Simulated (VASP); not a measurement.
Input of a VASP 6.6.1 run:

INCAR

```
SYSTEM = Sc
ALGO     = Normal         ! electronic algorithm
EDIFF    = 1E-6           ! SCF threshold, eV
ENCUT    = 500            ! plane-wave cutoff, eV
GGA      = PE             ! functional
GGA_COMPAT= .FALSE.      
ISIF     = 2              ! what is computed and relaxed
ISMEAR   = -1             ! smearing method
LASPH    = .TRUE.         ! aspherical terms in the spheres
LCHARG   = .TRUE.         ! write CHGCAR
LELF     = .TRUE.         ! ELF
LREAL    = .FALSE.        ! projectors in reciprocal space
LVHAR    = .TRUE.       
LWAVE    = .FALSE.        ! write WAVECAR
NBANDS   = 18             ! bands
NELM     = 120            ! most SCF steps
PREC     = Accurate       ! precision mode
SIGMA    = 0.1            ! smearing width, eV
```

Contents of KPOINTS:

```
k-points
0
G
  14 14 14
  0 0 0
```

The input POSCAR:

```
Sc
1.0
    0.0000000000      2.1962656507      2.1962656507
    2.1962656507      0.0000000000      2.1962656507
    2.1962656507      2.1962656507      0.0000000000
Sc
2
Direct
   -0.1250000000     -0.1250000000     -0.1250000000
    0.1250000000      0.1250000000      0.1250000000
```

Potentials or basis: VASP PAW PBE potentials, release 64 (Sc_sv).

The run is started by

```sh
$ cat potpaw_PBE.64/Sc_sv/POTCAR > POTCAR
$ mpirun -np 1 vasp_std > vasp.out
```

Task: Estimate the pressure.

Result: 172.9 GPa.

Task: What does it give for the band gap on the k mesh?

Result: Zero (band 11 reaches 10.63 eV, above the bottom of band 12 at 10.07 eV).
